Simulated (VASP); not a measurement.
A run of VASP 6.6.1 is set up as follows.

File INCAR:

```
SYSTEM = InGe
  PREC = Accurate
  ENCUT = 500
  EDIFF = 1E-7
  ISMEAR = 1
  SIGMA = 0.05
  LREAL = .FALSE.
  LASPH = .TRUE.
  NELM = 120
  ALGO = Normal
  ISIF = 3
  LWAVE = .FALSE.
  LCHARG = .FALSE.
  GGA = PS
  IBRION = 2
  NSW = 80
  EDIFFG = -0.01
  GGA_COMPAT = .FALSE.
  NELMIN = 4
```

KPOINTS

```
regular mesh
0
G
  7 7 7
  0 0 0
```

POSCAR

```
InGe
1.0
    0.0000000000      3.1350000000      3.1350000000
    3.1350000000      0.0000000000      3.1350000000
    3.1350000000      3.1350000000      0.0000000000
In Ge
1 1
Direct
    0.0000000000      0.0000000000      0.0000000000
    0.2500000000      0.2500000000      0.2500000000
```

Potentials or basis: VASP PAW PBE potentials, release 64 (In_d, Ge_d).

Launch:

```console
$ cat potpaw_PBE.64/In_d/POTCAR potpaw_PBE.64/Ge_d/POTCAR > POTCAR
$ mpirun -np 1 vasp_std > vasp.out
```

(1) Estimate the relaxed cell.

(2) Predict the band gap on the k mesh.

(3) Estimate the space group after relaxing (to 0.1 Å).

(4) What does it give for the relaxed volume?

## Answers

(1) a = 4.328 Å, b = 4.328 Å, c = 4.328 Å, α = 60.00°, β = 60.00°, γ = 60.00°.

(2) zero (an odd number of electrons rules out a gap without spin polarisation).

(3) F-43m (No. 216).

(4) 28.67 Å³/atom.

Caveat: the PAW data sets were made with another functional, which shifts forces and pressure a little; spin-orbit coupling is left out, which moves the levels of the heavy elements; an odd number of electrons without spin polarisation forces a metal; a magnetic or distorted state may lie lower.
